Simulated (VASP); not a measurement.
Write the native input for VASP 6.6.1 that does the following.

| Quantity | Value |
| --- | --- |
| Task | single point |
| Functional | revPBE |
| Potentials or basis | VASP PAW PBE potentials, release 64 (Zn, S) |
| Cutoff | 520 eV |
| k mesh | 8 × 8 × 8 |
| Occupations | gaussian, width 0.05 eV |
| Spin | no spin polarisation |
| Dipole correction | no |
| Further INCAR settings | ALGO = Normal; EDIFF = 1e-06; NBANDS = 16 |

The structure of ZnS lies in POSCAR:

```
ZnS
1.0
    0.0000000000      2.7826382523      2.7826382523
    2.7826382523      0.0000000000      2.7826382523
    2.7826382523      2.7826382523      0.0000000000
Zn S
1 1
Direct
    0.0000000000      0.0000000000      0.0000000000
    0.7500000000      0.7500000000      0.7500000000
```

This cell differs from its parent crystal: volume scaled by 1.04.

One way to write it, as run:

INCAR

```
  ALGO = Normal
  EDIFF = 1E-6
  ENCUT = 520
  GGA = RE
  ISIF = 2
  ISMEAR = 0
  LASPH = T
  LCHARG = F
  LREAL = F
  LWAVE = F
  NBANDS = 16
  NELM = 80
  PREC = Accurate
  SIGMA = 0.05
```

KPOINTS

```
k-points
0
Gamma
  8 8 8
```

Potentials or basis: VASP PAW PBE potentials, release 64 (Zn, S).

The run is started by

```sh
$ cat potpaw_PBE.64/Zn/POTCAR potpaw_PBE.64/S/POTCAR > POTCAR
$ mpirun -np 1 vasp_std > vasp.out
```

It gave:

```json
{
 "Pressure": "-2.2 GPa",
 "Band gap on the k mesh": "1.86 eV, direct"
}
```

Caveat: the PAW data sets were made with another functional, which shifts forces and pressure a little.

It took 9.4 s on 1 thread of Intel(R) Xeon(R) 6975P-C (Granite Rapids) (shared host), peak memory 0.17 GiB.
